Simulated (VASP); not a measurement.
# ZnS (P6_3mc) in VASP: single point with PBEsol

Aim: the single point of ZnS with PBEsol.

Program: VASP 6.6.1. These are calculated values, not measurements. Logs are shortened: lines on timing, memory, paths and dates and some standing lists are left out, and cuts for length are marked.

### Step 1. The cell of the first run

It takes space group P6_3mc (No. 186, hexagonal). The conventional cell has a = 3.782 Å, b = 3.782 Å, c = 6.208 Å, α = 90.00°, β = 90.00°, γ = 120.00°. Zn (site symmetry 3m) has 4 S at 2.32 Å within 3.1 Å. Within 3.1 Å of S (site symmetry 3m) lie 4 Zn at 2.32 Å.

### Step 2. Single point, PBEsol

Contents of INCAR:

```
PREC     = Accurate       # precision mode
ENCUT    = 520            # plane-wave cutoff, eV
EDIFF    = 1E-6           # SCF threshold, eV
ISMEAR   = -1             # smearing method
SIGMA    = 0.05           # smearing width, eV
LREAL    = False          # projectors in reciprocal space
LASPH    = True           # aspherical terms in the spheres
NELM     = 100            # most SCF steps
ALGO     = Normal         # electronic algorithm
ISIF     = 2              # what is computed and relaxed
LWAVE    = False          # write WAVECAR
LCHARG   = False          # write CHGCAR
GGA      = PS             # functional
NBANDS   = 26             # bands
```

Contents of KPOINTS:

```
regular mesh
0
Gamma
  7 7 4
```

Contents of POSCAR:

```
ZnS
1.0
    3.7822470000      0.0000000000      0.0000000000
   -1.8911230000      3.2755220000      0.0000000000
    0.0000000000      0.0000000000      6.2076430000
Zn S
2 2
Direct
    0.3333330000      0.6666670000      0.0009220000
    0.6666670000      0.3333330000      0.5009220000
    0.3333330000      0.6666670000      0.3750780000
    0.6666670000      0.3333330000      0.8750780000
```

Potentials or basis: VASP PAW PBE potentials, release 64 (Zn, S).

Run with:

```
$ cat potpaw_PBE.64/Zn/POTCAR potpaw_PBE.64/S/POTCAR > POTCAR
$ mpirun -np 1 vasp_std > vasp.out
```

OUTCAR:

```text
PREC = Accurate
   ENCUT = 520
   EDIFF = 1E-6
   ISMEAR = -1
   LREAL = False
   LASPH = True
   NELM = 100
   ISIF = 2
   GGA = PS

 ion  position               nearest neighbor table
   1  0.333  0.667  0.001-   4 2.32   4 2.32   4 2.32   3 2.32
   2  0.667  0.333  0.501-   3 2.32   3 2.32   3 2.32   4 2.32
   3  0.333  0.667  0.375-   2 2.32   2 2.32   2 2.32   1 2.32
   4  0.667  0.333  0.875-   1 2.32   1 2.32   1 2.32   2 2.32

  LATTYP: Found a hexagonal cell.
 ALAT       =     3.7822470000
 C/A-ratio  =     1.6412579612

  Lattice vectors:

 A1 = (   3.7822470000,   0.0000000000,   0.0000000000)
 A2 = (  -1.8911230000,   3.2755220000,   0.0000000000)
 A3 = (   0.0000000000,   0.0000000000,   6.2076430000)

Analysis of symmetry for initial positions (statically):
=====================================================================
 Subroutine PRICEL returns:
 Original cell was already a primitive cell.

 Routine SETGRP: Setting up the symmetry group for a
 hexagonal supercell.

 Subroutine GETGRP returns: Found 12 space group operations
 (whereof  6 operations were pure point group operations)
 out of a pool of 24 trial point group operations.

The static configuration has the point symmetry C_3v.
 The point group associated with its full space group is C_6v.

Analysis of symmetry for dynamics (positions and initial velocities):
=====================================================================
 Subroutine PRICEL returns:
 Original cell was already a primitive cell.

 Routine SETGRP: Setting up the symmetry group for a
 hexagonal supercell.

 Subroutine GETGRP returns: Found 12 space group operations
 (whereof  6 operations were pure point group operations)
 out of a pool of 24 trial point group operations.

The dynamic configuration has the point symmetry C_3v.
 The point group associated with its full space group is C_6v.

 Subroutine INISYM returns: Found 12 space group operations
 (whereof  6 operations are pure point group operations),
 and found     1 'primitive' translations

----------------------------------------------------------------------------------------

                                     Primitive cell

  volume of cell :      76.9055

  direct lattice vectors                    reciprocal lattice vectors
     3.782247000  0.000000000  0.000000000     0.264393098  0.152647385  0.000000000
    -1.891123000  3.275522000  0.000000000     0.000000000  0.305294851  0.000000000
     0.000000000  0.000000000  6.207643000     0.000000000  0.000000000  0.161091738

  length of vectors
     3.782247000  3.782246763  6.207643000     0.305294832  0.305294851  0.161091738

  position of ions in fractional coordinates (direct lattice)
     0.333333000  0.666667000  0.000922000
     0.666667000  0.333333000  0.500922000
     0.333333000  0.666667000  0.375078000
     0.666667000  0.333333000  0.875078000

  ion indices of the primitive-cell ions
   primitive index   ion index
                 1           1
                 2           2
                 3           3
                 4           4

----------------------------------------------------------------------------------------

 KPOINTS: regular mesh

Automatic generation of k-mesh.
 Grid dimensions read from file:
 generate k-points for:    7    7    4

 Generating k-lattice:

  Cartesian coordinates                     Fractional coordinates (reciprocal lattice)
     0.037770443  0.021806769  0.000000000     0.142857143  0.000000000  0.000000000
     0.000000000  0.043613550  0.000000000     0.000000000  0.142857143  0.000000000
     0.000000000  0.000000000  0.040272935     0.000000000  0.000000000  0.250000000

  Length of vectors
     0.043613547  0.043613550  0.040272935

  Shift w.r.t. Gamma in fractional coordinates (k-lattice)
     0.000000000  0.000000000  0.000000000

 Subroutine IBZKPT returns following result:
 ===========================================

 Found     24 irreducible k-points:

 Following reciprocal coordinates:
            Coordinates               Weight
  0.000000  0.000000  0.000000      1.000000
  0.142857  0.000000  0.000000      6.000000
  0.285714  0.000000  0.000000      6.000000
  0.428571  0.000000  0.000000      6.000000
  0.142857  0.142857  0.000000      6.000000
  0.285714  0.142857  0.000000     12.000000
[... 16 lines left out ...]
  0.428571  0.142857  0.500000      6.000000
  0.285714  0.285714  0.500000      6.000000
   k-points           NKPTS =     24   k-points in BZ     NKDIM =     24   number of bands    NBANDS=     26
   number of dos      NEDOS =    301   number of ions     NIONS =      4
   total plane-waves  NPLWV =  37632
   dimension x,y,z NGX =    28 NGY =   28 NGZ =   48
   dimension x,y,z NGXF=    56 NGYF=   56 NGZF=   96
   ions per type =               2   2
   NGX,Y,Z   is equivalent  to a cutoff of  12.31, 12.31, 12.85 a.u.
   NGXF,Y,Z  is equivalent  to a cutoff of  24.61, 24.61, 25.71 a.u.
 SYSTEM =  unknown system
   PREC   = accura    normal or accurate (medium, high low for compatibility)
   ISTART =      0    job   : 0-new  1-cont  2-samecut
   ICHARG =      2    charge: 1-file 2-atom 10-const
   ISPIN  =      1    spin polarized calculation?
   LNONCOLLINEAR =      F non collinear calculations
   LSORBIT =      F    spin-orbit coupling
   LASPH  =      T    aspherical Exc in radial PAW
   ENCUT  =  520.0 eV  38.22 Ry    6.18 a.u.   7.03  7.03 11.54*2*pi/ulx,y,z
   NELM   =    100;   NELMIN=  2; NELMDL= -5     # of ELM steps
   EDIFF  = 0.1E-05   stopping-criterion for ELM
   LREAL  =      F    real-space projection
   EDIFFG = 0.1E-04   stopping-criterion for IOM
   NSW    =      0    number of steps for IOM
   IBRION =     -1    ionic relax: 0-MD 1-quasi-New 2-CG
   NFREE  =      0    steps in history (QN), initial steepest desc. (CG)
   ISIF   =      2    stress and relaxation
   ISYM   =      2    0-nonsym 1-usesym 2-fastsym
   POTIM  = 0.5000    time-step for ionic-motion
   TEBEG  =    0.0;   TEEND  =   0.0 temperature during run
   PSTRESS=    0.0 pullay stress
   NELECT =      36.0000    total number of electrons
   NUPDOWN=      -1.0000    fix difference up-down
   EMIN   =  10.00;   EMAX   =-10.00  energy-range for DOS
   EFERMI =   0.00;   METHOD = LEGACY
   ISMEAR =    -1;   SIGMA  =   0.05  broadening in eV -4-tet -1-fermi 0-gaus
   EFERMI_NEDOS =   21; number of points for ismear=-14 and -15
   IALGO  =     38    algorithm
   IMIX   =      4    mixing-type and parameters
     AMIX     =   0.40;   BMIX     =  1.00
     AMIX_MAG =   1.60;   BMIX_MAG =  1.00
  volume/ion in A,a.u.               =      19.23       129.75
  Fermi-wavevector in a.u.,A,eV,Ry     =   1.271130  2.402087 21.983904  1.615771
  Thomas-Fermi vector in A             =   2.404080
   LORBIT       =      0    0 simple, 1 ext, 2 COOP (PROOUT), +10 PAW based schemes
   GGA     = PS    functional components
   LHFCALC =     F    Hartree Fock is set to
   AEXX    =    0.0000 exact exchange contribution
   IVDW    =     0    specifies the selected vdW correction
   LEPSILON=     F    determine dielectric tensor
   LRPA    =     F    only Hartree local field effects (RPA)
 non-spin polarized calculation
  energy-cutoff  :      520.00
  volume of cell :       76.91
 maximum number of plane-waves:      2088
   NGX = 15   NGY = 15   NGZ = 23

 number of electron      35.9999972 magnetization

 Free energy of the ion-electron system (eV)
  ---------------------------------------------------
  ext. energy  EPLUGINS =         0.00000000
  ---------------------------------------------------
  free energy    TOTEN  =       -15.16625024 eV

  energy without entropy =      -15.16625024  energy(sigma->0) =      -15.16625024

 E-fermi :   3.2773     XC(G=0):  -9.9642

 val. band max:        2.2777122224   @ k =   0.0000   0.0000   0.0000
 cond. band min:       4.4383004542   @ k =   0.0000   0.0000   0.0000
 fundamental gap:      2.1605882318
 Fermi energy:         3.2772684212

 k-point     1 :       0.0000    0.0000    0.0000
  band No.  band energies     occupation
      1     -11.0894      2.00000
      2     -10.0926      2.00000
      3      -4.2114      2.00000
      4      -4.1947      2.00000
      5      -4.1947      2.00000
      6      -4.1091      2.00000
[... 18 lines left out ...]
     25       9.9056      0.00000
     26      11.4762      0.00000

 k-point     2 :       0.1429    0.0000    0.0000
  band No.  band energies     occupation
      1     -10.9458      2.00000
      2     -10.0129      2.00000
      3      -4.2116      2.00000
      4      -4.1801      2.00000
      5      -4.1673      2.00000
      6      -4.0942      2.00000
[... 18 lines left out ...]
     25      10.5309      0.00000
     26      10.6177      0.00000

 k-point     3 :       0.2857    0.0000    0.0000
  band No.  band energies     occupation
      1     -10.5743      2.00000
      2      -9.8440      2.00000
      3      -4.2211      2.00000
      4      -4.1347      2.00000
      5      -4.1166      2.00000
      6      -4.0085      2.00000
[... 18 lines left out ...]
     25      10.9238      0.00000
     26      11.2831      0.00000

 k-point     4 :       0.4286    0.0000    0.0000
  band No.  band energies     occupation
      1     -10.1810      2.00000
      2      -9.7571      2.00000
      3      -4.2010      2.00000
      4      -4.0903      2.00000
      5      -4.0438      2.00000
      6      -3.8922      2.00000
[... 18 lines left out ...]
     25      11.2157      0.00000
     26      13.3437      0.00000
[... 496 lines left out ...]
      1     -10.0267      2.00000
      2     -10.0267      2.00000
      3      -4.1868      2.00000
      4      -4.1868      2.00000
      5      -4.0107      2.00000
      6      -4.0107      2.00000
[... 18 lines left out ...]
     25      10.8727      0.00000
     26      10.8727      0.00000

 k-point    23 :       0.4286    0.1429    0.5000
  band No.  band energies     occupation
      1      -9.8888      2.00000
      2      -9.8888      2.00000
      3      -4.1702      2.00000
      4      -4.1702      2.00000
      5      -3.9956      2.00000
      6      -3.9956      2.00000
[... 18 lines left out ...]
     25      11.9734      0.00000
     26      11.9734      0.00000

 k-point    24 :       0.2857    0.2857    0.5000
  band No.  band energies     occupation
      1      -9.8585      2.00000
      2      -9.8585      2.00000
      3      -4.1063      2.00000
      4      -4.1063      2.00000
      5      -4.0165      2.00000
      6      -4.0165      2.00000
[... 18 lines left out ...]
     25      11.2418      0.00000
     26      11.2418      0.00000

------------------------ aborting loop because EDIFF is reached ----------------------------------------

  FORCE on cell =-STRESS in cart. coord.  units (eV):
  Direction    XX          YY          ZZ          XY          YZ          ZX
  --------------------------------------------------------------------------------------
  -------------------------------------------------------------------------------------
  Total        0.1126628      0.1126628      0.1150466      0.0000000      0.0000000      0.0000000
  in kB        2.3471129      2.3471130      2.3967757      0.0000004      0.0000000      0.0000000
  external PRESSURE =       2.3636672 kB  Pullay stress =       0.0000000 kB

 VOLUME and BASIS-vectors are now :
 -----------------------------------------------------------------------------
  energy-cutoff  :      520.00
  volume of cell :       76.91
      direct lattice vectors                 reciprocal lattice vectors
     3.782247000  0.000000000  0.000000000     0.264393098  0.152647385  0.000000000
    -1.891123000  3.275522000  0.000000000     0.000000000  0.305294851  0.000000000
     0.000000000  0.000000000  6.207643000     0.000000000  0.000000000  0.161091738

 POSITION                                       TOTAL-FORCE (eV/Angst)
 -----------------------------------------------------------------------------------
     -0.00000      2.18368      0.00572        -0.000000     -0.000000      0.000281
      1.89113      1.09184      3.10954         0.000000      0.000000      0.000281
     -0.00000      2.18368      2.32835         0.000000      0.000000     -0.000281
      1.89113      1.09184      5.43217        -0.000000     -0.000000     -0.000281
 -----------------------------------------------------------------------------------
    total drift:                               -0.001035      0.000596      0.001448

  FREE ENERGIE OF THE ION-ELECTRON SYSTEM (eV)
  ---------------------------------------------------
  free  energy   TOTEN  =       -15.1662502354 eV

  energy  without entropy=      -15.1662502353  energy(sigma->0) =      -15.16625024
```

It took 58 s on 1 thread of Intel Xeon 6975P-C, shared host; peak memory 0.2 GiB.

What came out:

```
Free energy            : -15.1663 eV
Pressure               : 0.2 GPa
Band gap on the k mesh : 2.16 eV, direct
```

Levels at points of the mesh, in eV from the valence-band top:
| k point | band 15 | band 16 | band 17 | band 18 | band 19 | band 20 | band 21 | band 22 |
| --- | --- | --- | --- | --- | --- | --- | --- | --- |
| (0.00, 0.00, 0.00) | -0.94 | -0.09 | 0.00 | 0.00 | 2.16 | 3.03 | 6.20 | 6.20 |
| (0.00, 0.00, 0.50) | -0.49 | -0.49 | -0.49 | -0.49 | 3.51 | 3.51 | 6.67 | 6.67 |

Caveat: the PAW data sets were made with another functional, which shifts forces and pressure a little. PBEsol gaps usually lie below the measured ones, often by a third to a half.
